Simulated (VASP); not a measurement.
## Au: single point with PBE

Au:

```xyz
1
Lattice="0.0000 2.0791 2.0791 2.0791 0.0000 2.0791 2.0791 2.0791 0.0000" Properties=species:S:1:pos:R:3 pbc="T T T"
Au    0.0000    0.0000    0.0000
```

```
Program                : VASP 6.6.1
Task                   : single point
Functional             : PBE
Potentials or basis    : VASP PAW PBE potentials, release 64 (Au)
Cutoff                 : 500 eV
k mesh                 : 20 × 20 × 20
Occupations            : methfessel-paxton, width 0.05 eV
Spin                   : no spin polarisation
Dipole correction      : no
Further INCAR settings : ALGO = Normal; EDIFF = 1e-06; NBANDS = 12
```

```
Pressure               : -0.3 GPa
Band gap on the k mesh : zero (an odd number of electrons rules out a gap without spin polarisation)
```

Levels at points of the mesh, in eV from the Fermi level:
```tsv
k point	band 4	band 5	band 6	band 7	band 8	band 9
(0.00, 0.00, 0.00)	-4.36	-2.99	-2.99	14.63	18.33	18.33
(0.50, 0.00, 0.00)	-1.89	-1.89	-0.66	2.84	14.07	16.78
(0.50, 0.50, 0.00)	-1.60	-1.60	1.22	5.40	9.91	9.91
```

It took 20 s on 1 thread of Intel(R) Xeon(R) 6975P-C (Granite Rapids), on a shared host, peak memory 0.18 GiB.

Caveat: spin-orbit coupling is left out, which moves the levels of the heavy elements.
